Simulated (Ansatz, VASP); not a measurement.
One calculation of InSb, two programs

File INCAR:

```
PREC = Accurate
ENCUT = 520
EDIFF = 1E-6
ISMEAR = 0
SIGMA = 0.05
LREAL = F
LASPH = T
NELM = 60
ALGO = Normal
ISIF = 2
LWAVE = F
LCHARG = F
GGA = PE
NBANDS = 16
```

KPOINTS

```
Automatic mesh
0
Gamma
  10 10 10
```

The input POSCAR:

```
InSb
1.0
    0.0000000000      3.3392291817      3.3392291817
    3.3392291817      0.0000000000      3.3392291817
    3.3392291817      3.3392291817      0.0000000000
In Sb
1 1
Direct
    0.0000000000      0.0000000000      0.0000000000
    0.7500000000      0.7500000000      0.7500000000
```

Input for Ansatz:

```yaml
crystal:
  lattice:
    - [0.0, 3.3392291817, 3.3392291817]
    - [3.3392291817, 0.0, 3.3392291817]
    - [3.3392291817, 3.3392291817, 0.0]
  atoms:
    - { symbol: In, position: [0.0, 0.0, 0.0] }
    - { symbol: Sb, position: [0.75, 0.75, 0.75] }
basis:
  ecutwfc: 420
  ecutrho_ratio: 4
kpoints:
  mp_grid: { grid: [10, 10, 10] }
hamiltonian:
  xc: pbe
scf:
  occupations: { method: gaussian, width: 0.05 }
output:
  forces: true
  stress: true
  eigenvalues: true
```

Alike in both runs: task single point; functional PBE; k mesh 10 × 10 × 10; occupations gaussian, width 0.05 eV; no spin polarisation.

|  | VASP | Ansatz |
| --- | --- | --- |
| version | VASP 6.6.1 | Ansatz 0.2.0 |
| potentials or method | VASP PAW PBE potentials, release 64 (In_d, Sb), cutoff 520 eV | scalar-relativistic, plane waves, PAW |
| valence electrons in the cell | 18 | 28 |

```csv
,VASP,Ansatz,Ansatz less VASP
gap on the k mesh at the Fermi level (eV),none,none,-
pressure (GPa),-0.7,-0.7,+0.03
```

A gap of «none» marks a metal or a gap that the smearing closes. VASP's potentials hold 18 valence electrons a cell and Ansatz's 28, so a difference there can come from the potentials and not from the codes.

Neither program's run includes spin-orbit coupling.
